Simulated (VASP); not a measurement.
H3C18N, 22 atoms in the cell. The cell holds a slab with vacuum, 22 atoms: a = 7.398 Å, b = 7.398 Å, c = 12.000 Å, α = 90.00°, β = 90.00°, γ = 120.00°. 

```yaml
Program: VASP 6.6.1
Task: single point
Functional: PBE
Dispersion: D3(BJ)
Potentials_or_basis: VASP PAW PBE potentials, release 64 (C, N, H)
Cutoff: 520 eV
k_mesh: 2 × 2 × 1
Occupations: gaussian, width 0.05 eV
Spin: no spin polarisation
Dipole_correction: no
Further_INCAR_settings: LREAL = Auto; ALGO = Normal; EDIFF = 1e-07; NBANDS = 57
```

Potentials or basis: VASP PAW PBE potentials, release 64 (C, N, H).

The run is started by

```sh
$ cat potpaw_PBE.64/C/POTCAR potpaw_PBE.64/N/POTCAR potpaw_PBE.64/H/POTCAR > POTCAR
$ mpirun -np 1 vasp_std > vasp.out
```

Hardware: 1 thread of Intel(R) Xeon(R) 6975P-C (Granite Rapids) (shared host).

Problem. Estimate the wall time of this run.

Solution. Wall time 3.1 min on 1 thread of Intel(R) Xeon(R) 6975P-C (Granite Rapids), with other jobs on the host, peak memory 0.59 GiB. Counts: scf iterations 24, k points 4.
